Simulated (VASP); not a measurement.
A run of VASP 6.6.1 is set up as follows.

File POSCAR:

```
Li33F32
1.0
    8.0151850000      0.0000000000      0.0000000000
    0.0000000000      8.0151850000      0.0000000000
    0.0000000000      0.0000000000      8.0151850000
F Li
32 33
Direct
    0.2471400000      0.9999000000      0.0007580000
    0.2438870000      0.0047970000      0.5008060000
    0.2450770000      0.4999810000      0.0040350000
    0.2086820000      0.5176200000      0.5261550000
    0.7497870000      0.9999120000      0.0013170000
    0.7545460000      0.9952720000      0.5010450000
    0.7565400000      0.5001090000      0.9929570000
    0.7621320000      0.4940540000      0.4975370000
    0.9986520000      0.2485860000      0.0013040000
    0.0004360000      0.2467710000      0.5009180000
    0.9986540000      0.7515490000      0.0013410000
    0.9897690000      0.7577500000      0.5006840000
    0.4980600000      0.2429080000      0.9929580000
    0.5163300000      0.2233810000      0.4958670000
    0.4983550000      0.7536980000      0.0032750000
    0.4947700000      0.7741970000      0.5168310000
    0.9981780000      0.0002680000      0.2497290000
    0.9987200000      0.0002990000      0.7524140000
    0.0010850000      0.5000490000      0.2479020000
    0.9896560000      0.4999290000      0.7594930000
    0.4981900000      0.9947820000      0.2461060000
    0.4984910000      0.0042610000      0.7566400000
    0.5233170000      0.4850960000      0.2132230000
    0.4954100000      0.5073570000      0.7660730000
    0.2484990000      0.2473090000      0.2477040000
    0.2466310000      0.2511850000      0.7520190000
    0.2453990000      0.7524920000      0.2513290000
    0.2499250000      0.7510840000      0.7523400000
    0.7496720000      0.2493330000      0.2520250000
    0.7503080000      0.2479410000      0.7503070000
    0.7494440000      0.7490070000      0.2491970000
    0.7476720000      0.7522510000      0.7531070000
    0.9984720000      0.0000720000      0.0011290000
    0.9976790000      0.0016820000      0.5009940000
    0.9986610000      0.5000320000      0.0017320000
    0.9890760000      0.4999710000      0.5005010000
    0.4984040000      0.9985780000      0.0001980000
    0.4976450000      0.9991530000      0.5004020000
    0.4976210000      0.5000910000      0.9929240000
    0.5702320000      0.4220070000      0.4178030000
    0.2471190000      0.2481280000      0.9999690000
    0.2509110000      0.2574630000      0.5009100000
    0.2476460000      0.7515180000      0.0028680000
    0.2245000000      0.7683640000      0.4954300000
    0.7493390000      0.2493230000      0.9981080000
    0.7640460000      0.2306000000      0.5067520000
    0.7496680000      0.7510570000      0.0003440000
    0.7445320000      0.7497870000      0.5015240000
    0.2470120000      0.9999990000      0.2495010000
    0.2479740000      0.0023690000      0.7518030000
    0.2524970000      0.4999970000      0.2558020000
    0.2242780000      0.4948410000      0.7681510000
    0.7491390000      0.9975860000      0.2505430000
    0.7494980000      0.0000370000      0.7521050000
    0.7650610000      0.5050870000      0.2277920000
    0.7465700000      0.5000980000      0.7497220000
    0.0002250000      0.2485940000      0.2500700000
    0.9974820000      0.2489590000      0.7524450000
    0.9971780000      0.7519830000      0.2496770000
    0.9953480000      0.7508820000      0.7520220000
    0.4928740000      0.2314000000      0.2281960000
    0.4988960000      0.2506360000      0.7466560000
    0.4983770000      0.7430710000      0.2531750000
    0.5044920000      0.7688260000      0.7670160000
    0.4136670000      0.5775690000      0.5741960000
```

File INCAR.step1:

```
PREC = Accurate
ENCUT = 720
ISMEAR = -1
SIGMA = 0.05
LREAL = Auto
LASPH = T
NELM = 200
ISPIN = 2
MAGMOM = 0 0 0 0.091 0 0 0 0 0 0 0 0 0 0.091 0 0.091 0 0 0 0 0 0 0.091 0.091 0 0 0 0 0 0 0 0 0 0 0 0 0 0 0 0.091 0 0.091 0 0.091 0 0 0 0 0 0 0.091 0.091 0 0 0 0 0 0 0 0 0 0 0 0 0.091
NBANDS = 204
ISYM = -1
GGA = PE
ALGO = Normal
EDIFF = 1E-5
LWAVE = T
LCHARG = F
GGA_COMPAT = F
KPAR = 1
```

INCAR.step2

```
PREC = Accurate
ENCUT = 720
EDIFF = 1E-6
ISMEAR = -1
SIGMA = 0.05
LREAL = Auto
LASPH = T
NELM = 200
ALGO = Normal
ISIF = 2
LWAVE = F
LCHARG = T
ISPIN = 2
MAGMOM = 0 0 0 0.091 0 0 0 0 0 0 0 0 0 0.091 0 0.091 0 0 0 0 0 0 0.091 0.091 0 0 0 0 0 0 0 0 0 0 0 0 0 0 0 0.091 0 0.091 0 0.091 0 0 0 0 0 0 0.091 0.091 0 0 0 0 0 0 0 0 0 0 0 0 0.091
LORBIT = 11
METAGGA = R2SCAN
LMIXTAU = T
LELF = T
LVHAR = T
NBANDS = 204
ISYM = -1
ISTART = 1
GGA_COMPAT = F
KPAR = 1
```

File KPOINTS:

```
explicit points
1
Reciprocal
  0.25000000   0.25000000   0.25000000 1
```

Potentials or basis: VASP PAW PBE potentials, release 64 (F, Li_sv).

Command:

```console
$ cat potpaw_PBE.64/F/POTCAR potpaw_PBE.64/Li_sv/POTCAR > POTCAR
$ cp INCAR.step1 INCAR
$ mpirun -np 4 vasp_std > vasp.out
$ cp INCAR.step2 INCAR
$ mpirun -np 4 vasp_std > vasp.out
```

**Question.** Predict the site moments.

**Answer.** F +0.00, +0.03, +0.01, +0.02, -0.00 (each value once); Li +0.00, +0.05, +0.01 (each value once) μB.

**Question.** Predict the largest force.

**Answer.** 0.186 eV/Å.

**Question.** What does it give for the band gap on the k mesh?

**Answer.** 1.81 eV.

Stress tensor (GPa, compression positive):
```
 2.28 -0.74 -0.83
-0.74  1.92  0.67
-0.83  0.67  2.16
```

Caveat: the PAW data sets were made with another functional, which shifts forces and pressure a little.
